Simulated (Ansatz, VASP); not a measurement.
## ScTeI4 in VASP and in Ansatz

```
CELL_PARAMETERS angstrom
6.83614 0.00000 0.00000
-3.41807 5.92027 0.00000
0.00000 0.00000 5.87528
ATOMIC_POSITIONS crystal
Sc 0.00000 0.00000 0.50000
Te 0.00000 0.00000 0.00000
I 0.33333 0.66667 0.75102
I 0.33333 0.66667 0.24898
I 0.66667 0.33333 0.75102
I 0.66667 0.33333 0.24898
```

Change from the starting cell: species swapped into the TiB4Mo type (P6/mmm, No. 191).

Alike in both runs: functional PBE; k mesh 6 × 6 × 8; occupations gaussian, width 0.1 eV; no spin polarisation.

Ansatz relaxed the structure, and its values are those at the end. VASP's run is a single point on that final structure, the one shown.

```csv
,VASP,Ansatz
version,VASP 6.6.1,Ansatz 0.2.0
potentials or method,"VASP PAW PBE potentials, release 64 (Sc_sv, Te, I), cutoff 520 eV","scalar-relativistic, plane waves, PAW"
valence electrons in the cell,45,95
```

```tsv
	VASP	Ansatz	Ansatz less VASP
gap on the k mesh at the Fermi level (eV)	none	none	-
pressure (GPa)	0.0	0.0	+0.02
```

A gap of «none» marks a metal or a gap that the smearing closes. With one functional, cell and mesh, what is left measures potentials, basis and numerics. VASP's potentials hold 45 valence electrons a cell and Ansatz's 95, so a difference there can come from the potentials and not from the codes.

Neither program's run includes spin-orbit coupling.
